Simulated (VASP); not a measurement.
TiO2 (Rutile), 6 atoms in the cell. Symmetry: P4_2/mnm, No. 136, tetragonal system. The conventional cell has a = 4.530 Å, b = 4.530 Å, c = 2.917 Å, α = 90.00°, β = 90.00°, γ = 90.00°. Within 2.5 Å of Ti (site symmetry mmm) lie 6 O at 1.92 to 1.95 Å. Within 2.5 Å of O (site symmetry m2m) lie 3 Ti at 1.92 to 1.95 Å and 1 O at 2.50 Å. 

```yaml
Program: VASP 6.6.1
Task: single point
Functional: PBE
Potentials_or_basis: VASP PAW PBE potentials, release 64 (Ti_sv, O)
Cutoff: 520 eV
k_mesh: 4 × 4 × 6
Occupations: gaussian, width 0.01 eV
Spin: no spin polarisation
Dipole_correction: no
Further_INCAR_settings: ALGO = Normal; EDIFF = 1e-07; NBANDS = 33
```

Potentials or basis: VASP PAW PBE potentials, release 64 (Ti_sv, O).

Run with:

```sh
$ cat potpaw_PBE.64/Ti_sv/POTCAR potpaw_PBE.64/O/POTCAR > POTCAR
$ mpirun -np 1 vasp_std > vasp.out
```

Hardware: 1 thread of Intel Xeon 6975P-C (shared host).

Q: How long does it take, and how much memory?

A: Run time: 55 s on 1 thread of Intel Xeon 6975P-C, on a shared host, peak memory 0.19 GiB. Counts: scf iterations 18, k points 24.
